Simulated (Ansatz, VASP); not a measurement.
Pt in VASP and in Ansatz

```
Pt
1.0
     2.76067    0.00000    0.00000
    -1.38033    2.39081    0.00000
     0.00000    0.00000    4.79213
Pt
2
Direct
  0.66667 0.33333 0.75000
  0.33333 0.66667 0.25000
```

Alike in both runs: task single point; functional LDA; k mesh 7 × 7 × 4; occupations fermi-dirac, width 0.01 eV; no spin polarisation.

|  | VASP | Ansatz |
| --- | --- | --- |
| version | VASP 6.6.1 | Ansatz 0.2.0 |
| potentials or method | VASP PAW LDA potentials, release 64 (Pt_sv_GW) | plane waves, PAW |
| plane-wave cutoff (eV) | 500 | 420 |
| valence electrons in the cell | 36 | 36 |

Ansatz gave:

```
gap on the k mesh at the Fermi level (eV)                     : none
pressure (GPa)                                                : -15.7
traceless stress, the component that is largest in VASP (GPa) : 4.86
```

Question: Which values does VASP return?

Answer: gap on the k mesh at the Fermi level (eV): none; pressure (GPa): -18.2; traceless stress, the component that is largest in VASP (GPa): 4.58.

LDA's correlation is that of Perdew and Zunger in VASP and of Perdew and Wang (1992) in Ansatz. A gap of «none» marks a metal or a gap that the smearing closes. Ansatz's warnings: stress scf threshold loose, structure snapped to symmetry.

The k mesh is coarse, so the values compare programs but aren't converged. Spin-orbit coupling is off throughout.
